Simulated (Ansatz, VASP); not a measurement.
## RbBr3 in VASP and in Ansatz

```
Rb Br
1.0
    -2.22674    2.22674    8.02224
     2.22674   -2.22674    8.02224
     2.22674    2.22674   -8.02224
Rb Br
1 3
Direct
  0.00000 0.00000 0.00000
  0.75000 0.25000 0.50000
  0.25000 0.75000 0.50000
  0.50000 0.50000 0.00000
```

Alike in both runs: task relaxation of cell and atoms; functional PBE; k mesh 14 × 14 × 14; occupations gaussian, width 0.1 eV; no spin polarisation.

|  | VASP | Ansatz |
| --- | --- | --- |
| version | VASP 6.6.1 | Ansatz 0.2.0 |
| potentials or method | VASP PAW PBE potentials, release 64 (Rb_sv, Br), cutoff 600 eV | scalar-relativistic, plane waves, PAW |
| valence electrons in the cell | 30 | 30 |

|  | VASP | Ansatz | Ansatz less VASP |
| --- | --- | --- | --- |
| gap on the k mesh at the Fermi level, each at its own relaxed structure (eV) | none | none | - |
| relaxed volume (Å³/atom) | 39.78 | 39.78 | 0.000 |
| relaxed length of the cell vector where the two differ most in proportion (Å) | 8.618 | 8.618 | 0.0000 |

A gap of «none» marks a metal or a gap that the smearing closes.

Noted on VASP's run: the relaxation stopped at its first step, so nothing moved.
